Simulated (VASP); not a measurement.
# Tl: single point with PBE

Tl:

```
CELL_PARAMETERS angstrom
2.72169 0.00000 0.00000
-1.36085 2.35706 0.00000
0.00000 0.00000 2.57336
ATOMIC_POSITIONS crystal
Tl 0.00000 0.00000 0.00000
```

This cell differs from its parent crystal: volume scaled by 0.5.

```json
{
 "Program": "VASP 6.6.1",
 "Task": "single point",
 "Functional": "PBE",
 "Potentials or basis": "VASP PAW PBE potentials, release 64 (Tl_d)",
 "Cutoff": "520 eV",
 "k mesh": "14 × 14 × 13",
 "Occupations": "fermi-dirac, width 0.1 eV",
 "Spin": "no spin polarisation"
}
```

```json
{
 "Pressure": "107.9 GPa"
}
```

Levels at points of the mesh, in eV from the Fermi level:
```
           k point  band 4  band 5  band 6  band 7  band 8  band 9
(0.00, 0.00, 0.00)  -13.91  -11.77  -11.77    8.92   10.67   13.68
(0.50, 0.00, 0.00)  -12.04  -11.59   -6.43   -5.12    6.54   13.11
```

It took 22 s on 1 thread of AMD EPYC 7R43 64-Core Processor (Zen 3) (shared host), peak memory 0.11 GiB.

Caveat: spin-orbit coupling is left out, which moves the levels of the heavy elements.
